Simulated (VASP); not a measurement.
# Dy3Re (Pm-3m) in VASP: a series of runs, part 2 of 2

VASP 6.6.1. The steps go on from the part before.

### 3 Single point, PBE, collinear spin

This run uses another cell than the first one, of 24.25 Å³/atom.

Contents of INCAR:

```
  PREC = Accurate
  ENCUT = 600
  EDIFF = 1E-6
  ISMEAR = 0
  SIGMA = 0.1
  LREAL = False
  LASPH = True
  NELM = 200
  ALGO = Normal
  ISIF = 2
  LWAVE = False
  LCHARG = False
  ISPIN = 2
  MAGMOM = 0 0 0 1
  LORBIT = 11
  LMAXMIX = 6
  GGA = PE
  NBANDS = 29
  GGA_COMPAT = False
```

Contents of KPOINTS:

```
regular mesh
0
Gamma
  4 4 4
```

Contents of POSCAR:

```
Dy3Re
1.0
    4.5948511013      0.0000000000      0.0000000000
    0.0000000000      4.5948511013      0.0000000000
    0.0000000000      0.0000000000      4.5948511013
Dy Re
3 1
Direct
    0.0000000000      0.5000000000      0.5000000000
    0.5000000000      0.5000000000      0.0000000000
    0.5000000000      0.0000000000      0.5000000000
    0.0000000000      0.0000000000      0.0000000000
```

Potentials or basis: VASP PAW PBE potentials, release 64 (Dy_3, Re), 4f in core.

The run is started by

```
$ cat potpaw_PBE.64/Dy_3/POTCAR potpaw_PBE.64/Re/POTCAR > POTCAR
$ mpirun -np 1 vasp_std > vasp.out
```

OUTCAR:

```text
PREC = Accurate
   ENCUT = 600
   EDIFF = 1E-6
   ISMEAR = 0
   LREAL = False
   LASPH = True
   NELM = 200
   ISIF = 2
   ISPIN = 2
   LORBIT = 11
   GGA = PE

 ion  position               nearest neighbor table
   1  0.000  0.500  0.500-   2 3.25   3 3.25   4 3.25   2 3.25   4 3.25   3 3.25   4 3.25   4 3.25
                             2 3.25   3 3.25   2 3.25   3 3.25
   2  0.500  0.500  0.000-   1 3.25   3 3.25   4 3.25   1 3.25   3 3.25   3 3.25   4 3.25   3 3.25
                             1 3.25   4 3.25   1 3.25   4 3.25
   3  0.500  0.000  0.500-   1 3.25   2 3.25   4 3.25   2 3.25   4 3.25   1 3.25   2 3.25   2 3.25
                             1 3.25   4 3.25   4 3.25   1 3.25
   4  0.000  0.000  0.000-   1 3.25   2 3.25   3 3.25   1 3.25   3 3.25   1 3.25   2 3.25   1 3.25
                             2 3.25   3 3.25   3 3.25   2 3.25

  LATTYP: Found a simple cubic cell.
 ALAT       =     4.5948511013

  Lattice vectors:

 A1 = (   4.5948511013,   0.0000000000,   0.0000000000)
 A2 = (   0.0000000000,   4.5948511013,   0.0000000000)
 A3 = (   0.0000000000,   0.0000000000,   4.5948511013)

Analysis of symmetry for initial positions (statically):
=====================================================================
 Subroutine PRICEL returns:
 Original cell was already a primitive cell.

 Routine SETGRP: Setting up the symmetry group for a
 simple cubic supercell.

 Subroutine GETGRP returns: Found 48 space group operations
 (whereof 48 operations were pure point group operations)
 out of a pool of 48 trial point group operations.

The static configuration has the point symmetry O_h .

Analysis of symmetry for dynamics (positions and initial velocities):
=====================================================================
 Subroutine PRICEL returns:
 Original cell was already a primitive cell.

 Routine SETGRP: Setting up the symmetry group for a
 simple cubic supercell.

 Subroutine GETGRP returns: Found 48 space group operations
 (whereof 48 operations were pure point group operations)
 out of a pool of 48 trial point group operations.

The dynamic configuration has the point symmetry O_h .

Analysis of structural, dynamic, and magnetic symmetry:
=====================================================================
 Subroutine PRICEL returns:
 Original cell was already a primitive cell.

 Routine SETGRP: Setting up the symmetry group for a
 simple cubic supercell.

 Subroutine GETGRP returns: Found 48 space group operations
 (whereof 48 operations were pure point group operations)
 out of a pool of 48 trial point group operations.

The overall configuration has the point symmetry O_h .

 Subroutine INISYM returns: Found 48 space group operations
 (whereof 48 operations are pure point group operations),
 and found     1 'primitive' translations

----------------------------------------------------------------------------------------

                                     Primitive cell
[... 74 lines left out ...]
   ISPIN  =      2    spin polarized calculation?
   LNONCOLLINEAR =      F non collinear calculations
   LSORBIT =      F    spin-orbit coupling
   LASPH  =      T    aspherical Exc in radial PAW
   ENCUT  =  600.0 eV  44.10 Ry    6.64 a.u.   9.18  9.18  9.18*2*pi/ulx,y,z
   NELM   =    200;   NELMIN=  2; NELMDL= -5     # of ELM steps
   EDIFF  = 0.1E-05   stopping-criterion for ELM
   LREAL  =      F    real-space projection
   EDIFFG = 0.1E-04   stopping-criterion for IOM
   NSW    =      0    number of steps for IOM
   IBRION =     -1    ionic relax: 0-MD 1-quasi-New 2-CG
   NFREE  =      0    steps in history (QN), initial steepest desc. (CG)
   ISIF   =      2    stress and relaxation
   ISYM   =      2    0-nonsym 1-usesym 2-fastsym
   POTIM  = 0.5000    time-step for ionic-motion
   TEBEG  =    0.0;   TEEND  =   0.0 temperature during run
   PSTRESS=    0.0 pullay stress
   NELECT =      34.0000    total number of electrons
   NUPDOWN=      -1.0000    fix difference up-down
   EMIN   =  10.00;   EMAX   =-10.00  energy-range for DOS
   EFERMI =   0.00;   METHOD = LEGACY
   ISMEAR =     0;   SIGMA  =   0.10  broadening in eV -4-tet -1-fermi 0-gaus
   EFERMI_NEDOS =   21; number of points for ismear=-14 and -15
   IALGO  =     38    algorithm
   IMIX   =      4    mixing-type and parameters
     AMIX     =   0.40;   BMIX     =  1.00
     AMIX_MAG =   1.60;   BMIX_MAG =  1.00
  volume/ion in A,a.u.               =      24.25       163.66
  Fermi-wavevector in a.u.,A,eV,Ry     =   1.154241  2.181199 18.126654  1.332271
  Thomas-Fermi vector in A             =   2.290879
   LORBIT       =     11    0 simple, 1 ext, 2 COOP (PROOUT), +10 PAW based schemes
   GGA     = PE    functional components
   LHFCALC =     F    Hartree Fock is set to
   AEXX    =    0.0000 exact exchange contribution
   IVDW    =     0    specifies the selected vdW correction
   LEPSILON=     F    determine dielectric tensor
   LRPA    =     F    only Hartree local field effects (RPA)
 spin polarized calculation
 Gauss-broadening in eV      SIGMA  =   0.10
  energy-cutoff  :      600.00
  volume of cell :       97.01
 maximum number of plane-waves:      3243
 NGX is ok and might be reduce to    40
   NGX = 19   NGY = 19   NGZ = 19

 number of electron      33.9999998 magnetization      -0.0050035

 number of electron      33.9999998 magnetization       0.0031431

 Free energy of the ion-electron system (eV)
  ---------------------------------------------------
  ext. energy  EPLUGINS =         0.00000000
  ---------------------------------------------------
  free energy    TOTEN  =       -24.55905658 eV

  energy without entropy =      -24.51513660  energy(sigma->0) =      -24.53709659

 E-fermi :   4.3401     XC(G=0): -11.0056

 val. band max:        4.3247048692   @ k =   0.5000   0.2500   0.0000
 cond. band min:       4.3679609632   @ k =   0.5000   0.2500   0.0000
 fundamental gap:      0.0432560941
 Fermi energy:         4.3401415516

 spin component 1

 k-point     1 :       0.0000    0.0000    0.0000
  band No.  band energies     occupation
      1     -19.2011      1.00000
      2     -19.2011      1.00000
      3     -19.2011      1.00000
      4     -18.4715      1.00000
      5     -18.4715      1.00000
      6     -18.4715      1.00000
[... 309 lines left out ...]
     28       9.5005      0.00000
     29      10.4546      0.00000
 Fermi energy:         4.3401415516

 spin component 2

 k-point     1 :       0.0000    0.0000    0.0000
  band No.  band energies     occupation
      1     -19.2012      1.00000
      2     -19.2012      1.00000
      3     -19.2012      1.00000
      4     -18.4716      1.00000
      5     -18.4716      1.00000
      6     -18.4716      1.00000
[... 309 lines left out ...]
     28       9.5009      0.00000
     29      10.4550      0.00000

------------------------ aborting loop because EDIFF is reached ----------------------------------------

  FORCE on cell =-STRESS in cart. coord.  units (eV):
  Direction    XX          YY          ZZ          XY          YZ          ZX
  --------------------------------------------------------------------------------------
  -------------------------------------------------------------------------------------
  Total        0.3680856      0.3680856      0.3680856     -0.0000000     -0.0000000     -0.0000000
  in kB        6.0791816      6.0791816      6.0791816     -0.0000000     -0.0000000     -0.0000000
  external PRESSURE =       6.0791816 kB  Pullay stress =       0.0000000 kB

 VOLUME and BASIS-vectors are now :
 -----------------------------------------------------------------------------
  energy-cutoff  :      600.00
  volume of cell :       97.01
      direct lattice vectors                 reciprocal lattice vectors
     4.594851101  0.000000000  0.000000000     0.217634909  0.000000000  0.000000000
     0.000000000  4.594851101  0.000000000     0.000000000  0.217634909  0.000000000
     0.000000000  0.000000000  4.594851101     0.000000000  0.000000000  0.217634909

 POSITION                                       TOTAL-FORCE (eV/Angst)
 -----------------------------------------------------------------------------------
      0.00000      2.29743      2.29743         0.000000      0.000000      0.000000
      2.29743      2.29743      0.00000         0.000000      0.000000      0.000000
      2.29743      0.00000      2.29743         0.000000      0.000000      0.000000
      0.00000      0.00000      0.00000         0.000000      0.000000      0.000000
 -----------------------------------------------------------------------------------
    total drift:                               -0.000000     -0.000000     -0.000000

  FREE ENERGIE OF THE ION-ELECTRON SYSTEM (eV)
  ---------------------------------------------------
  free  energy   TOTEN  =       -24.5590565796 eV

  energy  without entropy=      -24.5151366041  energy(sigma->0) =      -24.53709659

 total charge

# of ion       s       p       d       tot
------------------------------------------
    1        0.459   6.506   1.316   8.282
    2        0.459   6.506   1.316   8.282
    3        0.459   6.506   1.316   8.282
    4        0.592   0.260   4.749   5.600
--------------------------------------------------
tot          1.970  19.778   8.698  30.446

 magnetization (x)

# of ion       s       p       d       tot
------------------------------------------
    1       -0.000   0.000   0.000  -0.000
    2       -0.000   0.000   0.000  -0.000
    3       -0.000   0.000   0.000  -0.000
    4        0.000   0.000   0.003   0.003
--------------------------------------------------
tot          0.000   0.000   0.003   0.003
```

OSZICAR:

```text
N       E                     dE             d eps       ncg     rms          rms(c)
DAV:   1     0.167148235635E+03    0.16715E+03   -0.15884E+04  1740   0.125E+03
[... 15 lines left out ...]
DAV:  17    -0.245591685112E+02    0.58419E-03   -0.18648E-03  1916   0.172E-01    0.127E-01
DAV:  18    -0.245591186916E+02    0.49820E-04   -0.22958E-04  1895   0.620E-02    0.890E-02
DAV:  19    -0.245590818654E+02    0.36826E-04   -0.72917E-05  1867   0.428E-02    0.540E-02
DAV:  20    -0.245590582642E+02    0.23601E-04   -0.56605E-05  1722   0.345E-02    0.393E-02
DAV:  21    -0.245590551971E+02    0.30670E-05   -0.38619E-05  1742   0.306E-02    0.171E-02
DAV:  22    -0.245590566574E+02   -0.14603E-05   -0.48065E-06  1474   0.142E-02    0.440E-03
DAV:  23    -0.245590565796E+02    0.77811E-07   -0.20453E-07   765   0.768E-03
   1 F= -.24559057E+02 E0= -.24537097E+02  d E =-.439200E-01  mag=     0.0014
```

It took 2 min on 1 thread of Intel Xeon Platinum 8259CL at 2.50GHz (Skylake/Cascade Lake), shared host; peak memory 0.31 GiB.

Results:

```
Free energy                                           : -24.5591 eV
Pressure                                              : 0.6 GPa
Band gap on the k mesh                                : zero (filled and empty bands overlap)
Net moment                                            : 0.00 μB per cell
Valence electrons inside the program's atomic spheres : Dy 8.28; Re 5.60
```

Levels at points of the mesh, in eV from the Fermi level:
Spin up:
```
           k point  band 13  band 14  band 15  band 16  band 17  band 18  band 19  band 20
(0.00, 0.00, 0.00)    -2.92    -2.21    -2.21    -2.21     1.01     1.01     1.01     2.96
(0.50, 0.00, 0.00)    -1.56    -1.43    -0.78    -0.78    -0.29    -0.17     0.07     0.07
(0.50, 0.50, 0.00)    -1.72    -0.94    -0.84    -0.84    -0.24    -0.24     0.12     0.47
(0.50, 0.50, 0.50)    -2.93    -0.31    -0.31     0.57     0.57     0.57     1.37     1.37
```
Spin down:
| k point | band 13 | band 14 | band 15 | band 16 | band 17 | band 18 | band 19 | band 20 |
| --- | --- | --- | --- | --- | --- | --- | --- | --- |
| (0.00, 0.00, 0.00) | -2.92 | -2.21 | -2.21 | -2.21 | 1.01 | 1.01 | 1.01 | 2.96 |
| (0.50, 0.00, 0.00) | -1.56 | -1.42 | -0.78 | -0.78 | -0.29 | -0.17 | 0.07 | 0.07 |
| (0.50, 0.50, 0.00) | -1.72 | -0.94 | -0.83 | -0.83 | -0.24 | -0.24 | 0.12 | 0.47 |
| (0.50, 0.50, 0.50) | -2.93 | -0.31 | -0.31 | 0.57 | 0.57 | 0.57 | 1.37 | 1.37 |

Caveat: the magnetic or orbital state may not be the lowest; spin-orbit coupling is left out, which moves the levels of the heavy elements; the 4f electrons are frozen in the core, so they carry no moment and show no levels.

### 4 Single point, PBE, collinear spin

This run uses another cell than the first one, of 24.25 Å³/atom.

Contents of INCAR:

```
SYSTEM = Dy3Re
PREC = Accurate
ENCUT = 600
EDIFF = 1E-6
ISMEAR = 0
SIGMA = 0.1
LREAL = .False.
LASPH = .True.
NELM = 200
ALGO = Normal
ISIF = 2
LWAVE = .False.
LCHARG = .True.
ISPIN = 2
MAGMOM = 0 0 0 0.67
LORBIT = 11
LMAXMIX = 6
GGA = PE
LELF = .True.
LVHAR = .True.
NBANDS = 29
GGA_COMPAT = .False.
```

Contents of KPOINTS:

```
Automatic mesh
0
Gamma
  10 10 10
  0 0 0
```

POSCAR is that of step 3.

The run is started by

```
$ cat potpaw_PBE.64/Dy_3/POTCAR potpaw_PBE.64/Re/POTCAR > POTCAR
$ mpirun -np 1 vasp_std > vasp.out
```

It took 8.5 min on 1 thread of Intel Xeon Platinum 8259CL at 2.50GHz (Skylake/Cascade Lake), shared host; peak memory 0.49 GiB.

The run converged. Its results:

```yaml
Free_energy: -24.6212 eV
Pressure: 0.4 GPa
Band_gap_on_the_k_mesh: zero (filled and empty bands overlap)
Net_moment: 0.00 μB per cell
Valence_electrons_inside_the_program's_atomic_spheres: Dy 8.28; Re 5.60
```

Levels at points of the mesh, in eV from the Fermi level:
Spin up:
```csv
k point,band 15,band 16,band 17,band 18,band 19,band 20
"(0.00, 0.00, 0.00)",-2.21,-2.21,1.02,1.02,1.02,2.95
"(0.50, 0.00, 0.00)",-0.79,-0.79,-0.27,-0.18,0.07,0.07
"(0.50, 0.50, 0.00)",-0.84,-0.84,-0.24,-0.19,0.10,0.49
"(0.50, 0.50, 0.50)",-0.33,0.59,0.59,0.59,1.36,1.36
```
Spin down:
```
           k point  band 15  band 16  band 17  band 18  band 19  band 20
(0.00, 0.00, 0.00)    -2.21    -2.21     1.02     1.02     1.02     2.95
(0.50, 0.00, 0.00)    -0.79    -0.79    -0.27    -0.18     0.07     0.07
(0.50, 0.50, 0.00)    -0.84    -0.84    -0.24    -0.19     0.10     0.49
(0.50, 0.50, 0.50)    -0.33     0.59     0.59     0.59     1.36     1.36
```

Caveat: the magnetic or orbital state may not be the lowest; spin-orbit coupling is left out, which moves the levels of the heavy elements; the 4f electrons are frozen in the core, so they carry no moment and show no levels.

### 5 The runs side by side

```csv
task,spin,cell,k mesh,gap on the mesh (eV),pressure (GPa),moment (μB)
relaxation of cell and atoms,off,"relaxed from a = 4.474 Å, 4 atoms",4 × 4 × 4,none,0.0,-
single point,collinear,"a = 4.595 Å, 4 atoms",4 × 4 × 4,none,0.6,0.00
single point,collinear,"a = 4.595 Å, 4 atoms",10 × 10 × 10,none,0.4,0.00
```

Alike in all rows: level PBE; potentials or basis VASP PAW PBE potentials, release 64 (Dy_3, Re), 4f in core; cutoff (eV) 600; smearing gaussian 0.1 eV.

Caveats: spin-orbit coupling is left out, which moves the levels of the heavy elements; the 4f electrons are frozen in the core, so they carry no moment and show no levels; the magnetic or orbital state may not be the lowest (at least some runs).

Absolute energies hang on the potentials; compare differences alone.
